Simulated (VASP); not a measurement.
# TaPb (F-43m) in VASP: a series of runs, part 2 of 2

VASP 6.6.1. Earlier steps stand in the parts before.

## Step 5: Relaxation of cell and atoms, PBE

Input file INCAR:

```
  PREC = Accurate
  ENCUT = 600
  EDIFF = 1E-6
  ISMEAR = 0
  SIGMA = 0.1
  LREAL = False
  LASPH = True
  NELM = 80
  ALGO = Fast
  ISIF = 3
  LWAVE = False
  LCHARG = False
  GGA = PE
  IBRION = 2
  NSW = 100
  EDIFFG = -0.01
```

Input file KPOINTS:

```
Automatic mesh
0
Gamma
  16 16 16
```

Input file POSCAR:

```
TaPb
1.0
    0.0000000000      3.2080677763      3.2080677763
    3.2080677763      0.0000000000      3.2080677763
    3.2080677763      3.2080677763      0.0000000000
Ta Pb
1 1
Direct
    0.0000000000      0.0000000000      0.0000000000
    0.7500000000      0.7500000000      0.7500000000
```

Potentials or basis: VASP PAW PBE potentials, release 64 (Ta_pv, Pb_d).

Started as:

```bash
$ cat potpaw_PBE.64/Ta_pv/POTCAR potpaw_PBE.64/Pb_d/POTCAR > POTCAR
$ mpirun -np 1 vasp_std > vasp.out
```

OUTCAR:

```text
PREC = Accurate
   ENCUT = 600
   EDIFF = 1E-6
   ISMEAR = 0
   LREAL = False
   LASPH = True
   NELM = 80
   ISIF = 3
   GGA = PE
   IBRION = 2
   NSW = 100
   EDIFFG = -0.01

 ion  position               nearest neighbor table
   1  0.000  0.000  0.000-   2 2.78   2 2.78   2 2.78   2 2.78
   2  0.750  0.750  0.750-   1 2.78   1 2.78   1 2.78   1 2.78

  LATTYP: Found a face centered cubic cell.
 ALAT       =     6.4161355526

  Lattice vectors:

 A1 = (   0.0000000000,   3.2080677763,   3.2080677763)
 A2 = (   3.2080677763,   0.0000000000,   3.2080677763)
 A3 = (   3.2080677763,   3.2080677763,   0.0000000000)

Analysis of symmetry for initial positions (statically):
=====================================================================
 Subroutine PRICEL returns:
 Original cell was already a primitive cell.

 Routine SETGRP: Setting up the symmetry group for a
 face centered cubic supercell.

 Subroutine GETGRP returns: Found 24 space group operations
 (whereof 24 operations were pure point group operations)
 out of a pool of 48 trial point group operations.

The static configuration has the point symmetry T_d .

Analysis of symmetry for dynamics (positions and initial velocities):
=====================================================================
 Subroutine PRICEL returns:
 Original cell was already a primitive cell.

 Routine SETGRP: Setting up the symmetry group for a
 face centered cubic supercell.

 Subroutine GETGRP returns: Found 24 space group operations
 (whereof 24 operations were pure point group operations)
 out of a pool of 48 trial point group operations.

The dynamic configuration has the point symmetry T_d .

 Subroutine INISYM returns: Found 24 space group operations
 (whereof 24 operations are pure point group operations),
 and found     1 'primitive' translations

----------------------------------------------------------------------------------------
[... 124 lines left out ...]
 conjugate gradient relaxation of ions
 non-spin polarized calculation
 RMM-DIIS sequential band-by-band and
 Gauss-broadening in eV      SIGMA  =   0.10
  energy-cutoff  :      600.00
  volume of cell :       66.03
 maximum number of plane-waves:      2229
   NGX = 19   NGY = 19   NGZ = 19

--------------------------------------- Ionic step        1  -------------------------------------------

 number of electron      24.9999999 magnetization

 Free energy of the ion-electron system (eV)
  ---------------------------------------------------
  ext. energy  EPLUGINS =         0.00000000
  ---------------------------------------------------
  free energy    TOTEN  =       -11.57088674 eV

  energy without entropy =      -11.55811068  energy(sigma->0) =      -11.56449871

------------------------ aborting loop because EDIFF is reached ----------------------------------------

  FORCE on cell =-STRESS in cart. coord.  units (eV):
  Direction    XX          YY          ZZ          XY          YZ          ZX
  --------------------------------------------------------------------------------------
  -------------------------------------------------------------------------------------
  Total        0.1023188      0.1023188      0.1023188      0.0000000      0.0000000      0.0000000
  in kB        2.4825936      2.4825936      2.4825936      0.0000000      0.0000000      0.0000000
  external PRESSURE =       2.4825936 kB  Pullay stress =       0.0000000 kB
[... 59 lines left out ...]
--------------------------------------- Ionic step        3  -------------------------------------------

 number of electron      25.0000000 magnetization

 Free energy of the ion-electron system (eV)
  ---------------------------------------------------
  ext. energy  EPLUGINS =         0.00000000
  ---------------------------------------------------
  free energy    TOTEN  =       -11.57110780 eV

  energy without entropy =      -11.55825748  energy(sigma->0) =      -11.56468264

 E-fermi :   3.8172     XC(G=0):  -9.4102

 val. band max:        3.7985032576   @ k =   0.5000   0.2500   0.0000
 cond. band min:       3.8189337885   @ k =   0.3750   0.2500   0.1250
 fundamental gap:      0.0204305309
 Fermi energy:         3.8172318200

 k-point     1 :       0.0000    0.0000    0.0000
  band No.  band energies     occupation
      1     -31.6578      2.00000
      2     -31.6578      2.00000
      3     -31.6578      2.00000
      4     -12.5887      2.00000
      5     -12.5887      2.00000
      6     -12.5887      2.00000
[... 433 lines left out ...]
      3     -31.6579      2.00000
      4     -12.5925      2.00000
      5     -12.5899      2.00000
      6     -12.5888      2.00000
[... 8 lines left out ...]
     15       6.6526      0.00000
     16       8.9935      0.00000

 [... further k-points ...]

------------------------ aborting loop because EDIFF is reached ----------------------------------------

  FORCE on cell =-STRESS in cart. coord.  units (eV):
  Direction    XX          YY          ZZ          XY          YZ          ZX
  --------------------------------------------------------------------------------------
  -------------------------------------------------------------------------------------
  Total       -0.0097218     -0.0097218     -0.0097218      0.0000000     -0.0000000      0.0000000
  in kB       -0.2348743     -0.2348743     -0.2348743      0.0000000     -0.0000000      0.0000000
  external PRESSURE =      -0.2348743 kB  Pullay stress =       0.0000000 kB
[... 17 lines left out ...]
  FREE ENERGIE OF THE ION-ELECTRON SYSTEM (eV)
  ---------------------------------------------------
  free  energy   TOTEN  =       -11.5711077968 eV

  energy  without entropy=      -11.5582574773  energy(sigma->0) =      -11.56468264

 reached required accuracy - stopping structural energy minimisation
```

It took 8.5 min on 1 thread of Oxide Virtual Turin-like, shared host; peak memory 0.34 GiB.

What came out:

| Property | Result |
| --- | --- |
| Free energy | -11.5711 eV |
| Relaxed volume | 33.16 Å³/atom |
| Relaxed cell | a = 4.543 Å, b = 4.543 Å, c = 4.543 Å, α = 60.00°, β = 60.00°, γ = 60.00° |
| Space group after relaxing (to 0.1 Å) | F-43m (No. 216) |
| Energy gained by relaxing | 0.1 meV/atom |
| Ionic steps | 3 |
| Pressure after relaxing | 0.0 GPa |
| Band gap on the k mesh | zero (an odd number of electrons rules out a gap without spin polarisation) |

The path:
```
step  energy change (eV)  largest force (eV/Å)  pressure (GPa)  volume (Å³)
   1              0.0000                0.0000            0.25        66.03
   2             -0.0001                0.0000           -0.20        66.52
   3             -0.0002                0.0000           -0.02        66.32
```

Final structure:
```
Ta Pb
1.0
     0.00000    3.21266    3.21266
     3.21266    0.00000    3.21266
     3.21266    3.21266    0.00000
Ta Pb
1 1
Direct
  0.00000 0.00000 0.00000
  0.75000 0.75000 0.75000
```

Levels at points of the mesh, in eV from the Fermi level:
| k point | band 10 | band 11 | band 12 | band 13 | band 14 | band 15 |
| --- | --- | --- | --- | --- | --- | --- |
| (0.00, 0.00, 0.00) | -1.84 | -1.84 | -1.84 | 0.34 | 0.34 | 2.60 |
| (0.50, 0.00, 0.00) | -3.39 | -1.54 | -1.54 | 0.41 | 0.50 | 0.50 |
| (0.50, 0.50, 0.00) | -3.74 | -0.65 | -0.65 | -0.46 | 0.31 | 0.49 |

Caveat: spin-orbit coupling is left out, which moves the levels of the heavy elements.

## Step 6: Summary

```csv
task,cell,k mesh,cutoff (eV),gap on the mesh (eV),pressure (GPa),relaxed volume (Å³/atom)
single point,"a = 4.537 Å, angles 60.0°, 2 atoms",6 × 6 × 6,520,none,0.2,-
relaxation of cell and atoms,"relaxed from a = 3.957 Å, angles 60.0°, 2 atoms",6 × 6 × 6,600,none,-0.2,33.25
single point,"a = 4.544 Å, angles 60.0°, 2 atoms",16 × 16 × 16,520,none,-0.1,-
relaxation of cell and atoms,"relaxed from a = 4.537 Å, angles 60.0°, 2 atoms",16 × 16 × 16,600,none,0.0,33.16
```

Alike in all rows: level PBE; potentials or basis VASP PAW PBE potentials, release 64 (Ta_pv, Pb_d); no spin polarisation; smearing gaussian 0.1 eV.

Caveats: spin-orbit coupling is left out, which moves the levels of the heavy elements; the volume moved by over 15 % at a fixed basis, so the end points are rough (at least some runs).

Absolute energies hang on the potentials; compare differences alone.
